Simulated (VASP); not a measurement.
Runs of VASP 6.6.1 on Ni. The structure is that of space group Fm-3m (No. 225), or close to it. The cells are those of the table. 

```csv
cell,gap on the mesh (eV),pressure (GPa)
"a = 2.416 Å, angles 60.0°, 1 atom",none,11.7
"a = 2.517 Å, angles 60.0°, 1 atom",none,-14.2
"a = 2.467 Å, angles 60.0°, 1 atom",none,(a)
"a = 2.442 Å, angles 60.0°, 1 atom",none,3.4
"a = 2.492 Å, angles 60.0°, 1 atom",none,(b)
```

Alike in all rows: task single point; level r2SCAN; potentials or basis VASP PAW PBE potentials, release 64 (Ni); no spin polarisation; k mesh 16 × 16 × 16; cutoff (eV) 520; smearing fermi-dirac 0.1 eV.

Fill in the values left out.

(a) -3.6; (b) -9.4.

Caveats: the PAW data sets were made with another functional, which shifts forces and pressure a little; the run has no spin polarisation, though such a crystal can be magnetic; the cell stands under tension (at least some runs); the cell stands under pressure (at least some runs).

A gap of «none» marks levels without a gap at the run's occupations.
